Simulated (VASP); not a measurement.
# WS2 in VASP: single point with LDA

Aim: the single point of WS2 with LDA.

All numbers are computed with VASP 6.6.1; they aren't measurements. Logs are shortened: lines on timing, memory, paths and dates and some standing lists are left out, and cuts for length are marked.

## Step 1: The cell of the first run

The cell holds a slab with vacuum, 3 atoms: a = 3.125 Å, b = 3.123 Å, c = 16.953 Å, α = 89.99°, β = 89.94°, γ = 120.01°.

## Step 2: Single point, LDA

INCAR reads:

```
PREC = Accurate
ENCUT = 520
EDIFF = 1E-7
ISMEAR = 0
SIGMA = 0.05
LREAL = False
LASPH = True
NELM = 60
ALGO = Normal
ISIF = 2
LWAVE = False
LCHARG = False
GGA = CA
NBANDS = 20
```

KPOINTS reads:

```
regular mesh
0
Gamma
  12 12 2
```

POSCAR reads:

```
WS2
1.0
    3.1253553508      0.0003940176      0.0017104256
   -1.5623364461      2.7046741719      0.0003254162
    0.0092776218      0.0073946103     16.9532783426
W S
1 2
Direct
    0.3332966563      0.6666216815      0.0000010883
    0.6674872960      0.3338646758      0.9079078412
    0.6658827143      0.3328469760      0.0920910704
```

Potentials or basis: VASP PAW LDA potentials, release 64 (W_sv, S).

Run with:

```bash
> cat potpaw_LDA.64/W_sv/POTCAR potpaw_LDA.64/S/POTCAR > POTCAR
> mpirun -np 1 vasp_std > vasp.out
```

OUTCAR:

```text
PREC = Accurate
   ENCUT = 520
   EDIFF = 1E-7
   ISMEAR = 0
   LREAL = False
   LASPH = True
   NELM = 60
   ISIF = 2
   GGA = CA

 ion  position               nearest neighbor table
   1  0.333  0.667  0.000-   3 2.39   2 2.39   3 2.39   2 2.39   3 2.39   2 2.39
   2  0.667  0.334  0.908-   1 2.39   1 2.39   1 2.39
   3  0.666  0.333  0.092-   1 2.39   1 2.39   1 2.39

  LATTYP: Found a triclinic cell.
 ALAT       =     3.1241680734
 B/A-ratio  =     0.9997813126
 C/A-ratio  =     5.4264950206
 COS(alpha) =     0.0002081478
 COS(beta)  =     0.0013030934
 COS(gamma) =     0.4995103131

  Lattice vectors:

 A1 = (   1.5630189047,   2.7050681895,   0.0020358418)
 A2 = (  -1.5623364461,   2.7046741719,   0.0003254162)
 A3 = (   0.0092776218,   0.0073946103,  16.9532783426)

Analysis of symmetry for initial positions (statically):
=====================================================================
 Subroutine PRICEL returns:
 Original cell was already a primitive cell.

 Routine SETGRP: Setting up the symmetry group for a
 triclinic supercell.

 Subroutine GETGRP returns: Found  1 space group operations
 (whereof  1 operations were pure point group operations)
 out of a pool of  2 trial point group operations.

The static configuration has the point symmetry C_1 .

Analysis of symmetry for dynamics (positions and initial velocities):
=====================================================================
 Subroutine PRICEL returns:
 Original cell was already a primitive cell.

 Routine SETGRP: Setting up the symmetry group for a
 triclinic supercell.

 Subroutine GETGRP returns: Found  1 space group operations
 (whereof  1 operations were pure point group operations)
 out of a pool of  2 trial point group operations.

The dynamic configuration has the point symmetry C_1 .

 Subroutine INISYM returns: Found  1 space group operations
 (whereof  1 operations are pure point group operations),
 and found     1 'primitive' translations

----------------------------------------------------------------------------------------

                                     Primitive cell

  volume of cell :     143.3176

  direct lattice vectors                    reciprocal lattice vectors
     3.125355351  0.000394018  0.001710426     0.319940457  0.184811437 -0.000255697
    -1.562336446  2.704674172  0.000325416    -0.000046521  0.369703450 -0.000161230
     0.009277622  0.007394610 16.953278343    -0.000032278 -0.000025742  0.058985670

  length of vectors
     3.125355844  3.123484857 16.953282494     0.369482379  0.369703488  0.058985685

  position of ions in fractional coordinates (direct lattice)
     0.333296656  0.666621681  0.000001088
     0.667487296  0.333864676  0.907907841
     0.665882714  0.332846976  0.092091070

  ion indices of the primitive-cell ions
   primitive index   ion index
                 1           1
                 2           2
                 3           3

----------------------------------------------------------------------------------------

 KPOINTS: regular mesh

Automatic generation of k-mesh.
 Grid dimensions read from file:
 generate k-points for:   12   12    2

 Generating k-lattice:

  Cartesian coordinates                     Fractional coordinates (reciprocal lattice)
     0.026661705  0.015400953 -0.000021308     0.083333333 -0.000000000  0.000000000
    -0.000003877  0.030808621 -0.000013436     0.000000000  0.083333333 -0.000000000
    -0.000016139 -0.000012871  0.029492835     0.000000000 -0.000000000  0.500000000

  Length of vectors
     0.030790198  0.030808624  0.029492842

  Shift w.r.t. Gamma in fractional coordinates (k-lattice)
     0.000000000  0.000000000  0.000000000

 Subroutine IBZKPT returns following result:
 ===========================================

 Found    148 irreducible k-points:

 Following reciprocal coordinates:
            Coordinates               Weight
  0.000000  0.000000  0.000000      1.000000
  0.083333 -0.000000 -0.000000      2.000000
  0.166667 -0.000000 -0.000000      2.000000
  0.250000 -0.000000  0.000000      2.000000
  0.333333 -0.000000 -0.000000      2.000000
  0.416667 -0.000000 -0.000000      2.000000
[... 16 lines left out ...]
  0.250000  0.166667  0.000000      2.000000
  0.333333  0.166667 -0.000000      2.000000
 [... further k-points ...]
   k-points           NKPTS =    148   k-points in BZ     NKDIM =    148   number of bands    NBANDS=     20
   number of dos      NEDOS =    301   number of ions     NIONS =      3
   total plane-waves  NPLWV =  72576
   dimension x,y,z NGX =    24 NGY =   24 NGZ =  126
   dimension x,y,z NGXF=    48 NGYF=   48 NGZF=  252
   ions per type =               1   2
   NGX,Y,Z   is equivalent  to a cutoff of  12.77, 12.77, 12.36 a.u.
   NGXF,Y,Z  is equivalent  to a cutoff of  25.53, 25.55, 24.71 a.u.
 SYSTEM =  unknown system
   PREC   = accura    normal or accurate (medium, high low for compatibility)
   ISTART =      0    job   : 0-new  1-cont  2-samecut
   ICHARG =      2    charge: 1-file 2-atom 10-const
   ISPIN  =      1    spin polarized calculation?
   LNONCOLLINEAR =      F non collinear calculations
   LSORBIT =      F    spin-orbit coupling
   LASPH  =      T    aspherical Exc in radial PAW
   ENCUT  =  520.0 eV  38.22 Ry    6.18 a.u.   5.81  5.81 31.52*2*pi/ulx,y,z
   NELM   =     60;   NELMIN=  2; NELMDL= -5     # of ELM steps
   EDIFF  = 0.1E-06   stopping-criterion for ELM
   LREAL  =      F    real-space projection
   EDIFFG = 0.1E-05   stopping-criterion for IOM
   NSW    =      0    number of steps for IOM
   IBRION =     -1    ionic relax: 0-MD 1-quasi-New 2-CG
   NFREE  =      0    steps in history (QN), initial steepest desc. (CG)
   ISIF   =      2    stress and relaxation
   ISYM   =      2    0-nonsym 1-usesym 2-fastsym
   POTIM  = 0.5000    time-step for ionic-motion
   TEBEG  =    0.0;   TEEND  =   0.0 temperature during run
   PSTRESS=    0.0 pullay stress
   NELECT =      26.0000    total number of electrons
   NUPDOWN=      -1.0000    fix difference up-down
   EMIN   =  10.00;   EMAX   =-10.00  energy-range for DOS
   EFERMI =   0.00;   METHOD = LEGACY
   ISMEAR =     0;   SIGMA  =   0.05  broadening in eV -4-tet -1-fermi 0-gaus
   EFERMI_NEDOS =   21; number of points for ismear=-14 and -15
   IALGO  =     38    algorithm
   IMIX   =      4    mixing-type and parameters
     AMIX     =   0.40;   BMIX     =  1.00
     AMIX_MAG =   1.60;   BMIX_MAG =  1.00
  volume/ion in A,a.u.               =      47.77       322.38
  Fermi-wavevector in a.u.,A,eV,Ry     =   0.926758  1.751318 11.685765  0.858880
  Thomas-Fermi vector in A             =   2.052754
   LORBIT       =      0    0 simple, 1 ext, 2 COOP (PROOUT), +10 PAW based schemes
   GGA     = CA    functional components
   LHFCALC =     F    Hartree Fock is set to
   AEXX    =    0.0000 exact exchange contribution
   IVDW    =     0    specifies the selected vdW correction
   LEPSILON=     F    determine dielectric tensor
   LRPA    =     F    only Hartree local field effects (RPA)
 non-spin polarized calculation
 Gauss-broadening in eV      SIGMA  =   0.05
  energy-cutoff  :      520.00
  volume of cell :      143.32
 maximum number of plane-waves:      3899
   NGX = 11   NGY = 11   NGZ = 63

 number of electron      25.9999998 magnetization

 Free energy of the ion-electron system (eV)
  ---------------------------------------------------
  ext. energy  EPLUGINS =         0.00000000
  ---------------------------------------------------
  free energy    TOTEN  =       -26.15269583 eV

  energy without entropy =      -26.15269583  energy(sigma->0) =      -26.15269583

 E-fermi :  -0.8172     XC(G=0):  -4.7078

 val. band max:       -1.2575893732   @ k =   0.3333   0.3333  -0.0000
 cond. band min:       0.7473836769   @ k =   0.3333   0.3333  -0.0000
 fundamental gap:      2.0049730501
 Fermi energy:        -0.8172153386

 k-point     1 :       0.0000    0.0000    0.0000
  band No.  band energies     occupation
      1     -74.6996      2.00000
      2     -39.2653      2.00000
      3     -39.0407      2.00000
      4     -39.0394      2.00000
      5     -16.1628      2.00000
      6     -14.4257      2.00000
[... 12 lines left out ...]
     19       4.3871      0.00000
     20       4.5622      0.00000

 k-point     2 :       0.0833   -0.0000   -0.0000
  band No.  band energies     occupation
      1     -74.6981      2.00000
      2     -39.2601      2.00000
      3     -39.0692      2.00000
      4     -39.0461      2.00000
      5     -16.0379      2.00000
      6     -14.3811      2.00000
[... 12 lines left out ...]
     19       4.5287      0.00000
     20       4.9895      0.00000

 k-point     3 :       0.1667   -0.0000   -0.0000
  band No.  band energies     occupation
      1     -74.6939      2.00000
      2     -39.2458      2.00000
      3     -39.1469      2.00000
      4     -39.0641      2.00000
      5     -15.6820      2.00000
      6     -14.2542      2.00000
[... 12 lines left out ...]
     19       4.9336      0.00000
     20       5.8440      0.00000

 k-point     4 :       0.2500   -0.0000    0.0000
  band No.  band energies     occupation
      1     -74.6882      2.00000
      2     -39.2515      2.00000
      3     -39.2262      2.00000
      4     -39.0885      2.00000
      5     -15.1518      2.00000
      6     -14.0675      2.00000
[... 12 lines left out ...]
     19       5.5282      0.00000
     20       6.3301      0.00000

 k-point     5 :       0.3333   -0.0000   -0.0000
  band No.  band energies     occupation
      1     -74.6825      2.00000
      2     -39.3543      2.00000
      3     -39.2066      2.00000
      4     -39.1128      2.00000
      5     -14.5475      2.00000
      6     -13.8614      2.00000
[... 12 lines left out ...]
     19       6.0534      0.00000
     20       6.2652      0.00000

 k-point     6 :       0.4167   -0.0000   -0.0000
  band No.  band energies     occupation
      1     -74.6784      2.00000
      2     -39.4284      2.00000
      3     -39.1922      2.00000
      4     -39.1306      2.00000
      5     -14.0311      2.00000
      6     -13.6951      2.00000
[... 12 lines left out ...]
     19       6.2672      0.00000
     20       6.5045      0.00000

 k-point     7 :       0.5000   -0.0000    0.0000
  band No.  band energies     occupation
      1     -74.6768      2.00000
      2     -39.4553      2.00000
      3     -39.1869      2.00000
      4     -39.1370      2.00000
      5     -13.8186      2.00000
      6     -13.6302      2.00000
[... 12 lines left out ...]
     19       6.3990      0.00000
     20       6.7539      0.00000
[... 277 lines left out ...]
 k-point    20 :       0.0000    0.1667    0.0000
  band No.  band energies     occupation
      1     -74.6939      2.00000
      2     -39.2458      2.00000
      3     -39.1461      2.00000
      4     -39.0653      2.00000
      5     -15.6814      2.00000
      6     -14.2536      2.00000
[... 12 lines left out ...]
     19       4.9343      0.00000
     20       5.8440      0.00000

 k-point    21 :       0.0833    0.1667   -0.0000
  band No.  band energies     occupation
      1     -74.6903      2.00000
      2     -39.2333      2.00000
      3     -39.2078      2.00000
      4     -39.0858      2.00000
      5     -15.3522      2.00000
      6     -14.1363      2.00000
[... 12 lines left out ...]
     19       5.3214      0.00000
     20       6.3134      0.00000

 k-point    22 :       0.1667    0.1667   -0.0000
  band No.  band energies     occupation
      1     -74.6853      2.00000
      2     -39.2833      2.00000
      3     -39.2164      2.00000
      4     -39.1216      2.00000
      5     -14.8623      2.00000
      6     -13.9616      2.00000
[... 12 lines left out ...]
     19       5.9225      0.00000
     20       6.9363      0.00000

 k-point    23 :       0.2500    0.1667    0.0000
  band No.  band energies     occupation
      1     -74.6804      2.00000
      2     -39.3540      2.00000
      3     -39.1993      2.00000
      4     -39.1612      2.00000
      5     -14.3084      2.00000
      6     -13.7657      2.00000
[... 12 lines left out ...]
     19       6.5654      0.00000
     20       6.6066      0.00000

 k-point    24 :       0.3333    0.1667   -0.0000
  band No.  band energies     occupation
      1     -74.6768      2.00000
      2     -39.4037      2.00000
      3     -39.1914      2.00000
      4     -39.1869      2.00000
      5     -13.8436      2.00000
      6     -13.6045      2.00000
[... 12 lines left out ...]
     19       7.1357      0.00000
     20       7.2866      0.00000

 [... further k-points ...]

------------------------ aborting loop because EDIFF is reached ----------------------------------------

  FORCE on cell =-STRESS in cart. coord.  units (eV):
  Direction    XX          YY          ZZ          XY          YZ          ZX
  --------------------------------------------------------------------------------------
  -------------------------------------------------------------------------------------
  Total        0.1382736      0.1827104      0.1026719     -0.0086324      0.0004825      0.0001245
  in kB        1.5457891      2.0425576      1.1477910     -0.0965029      0.0053936      0.0013919
  external PRESSURE =       1.5787126 kB  Pullay stress =       0.0000000 kB

 VOLUME and BASIS-vectors are now :
 -----------------------------------------------------------------------------
  energy-cutoff  :      520.00
  volume of cell :      143.32
      direct lattice vectors                 reciprocal lattice vectors
     3.125355351  0.000394018  0.001710426     0.319940457  0.184811437 -0.000255697
    -1.562336446  2.704674172  0.000325416    -0.000046521  0.369703450 -0.000161230
     0.009277622  0.007394610 16.953278343    -0.000032278 -0.000025742  0.058985670

 POSITION                                       TOTAL-FORCE (eV/Angst)
 -----------------------------------------------------------------------------------
      0.00018      1.80313      0.00081        -0.000438     -0.000902     -0.000954
      1.57295      0.90997     15.39326         0.000219      0.000329     -0.041520
      1.56196      0.90119      1.56249         0.000219      0.000572      0.042474
 -----------------------------------------------------------------------------------
    total drift:                                0.000001      0.000002     -0.000000

  FREE ENERGIE OF THE ION-ELECTRON SYSTEM (eV)
  ---------------------------------------------------
  free  energy   TOTEN  =       -26.1526958254 eV

  energy  without entropy=      -26.1526958254  energy(sigma->0) =      -26.15269583
```

Run time: 10 min. Hardware: 1 thread of Oxide Virtual Turin-like, shared host; peak memory 0.46 GiB.

Results:

| Item | Value |
| --- | --- |
| Free energy | -26.1527 eV |
| Largest force | 0.042 eV/Å |
| Band gap on the k mesh | 2.00 eV |

Forces in eV/Å, atoms in the order of the input:
```
W    0.000 -0.001 -0.001
S    0.000  0.000 -0.042
S    0.000  0.001  0.042
```

Caveat: there is no dipole correction, which matters where the two faces differ; spin-orbit coupling is left out, which moves the levels of the heavy elements.
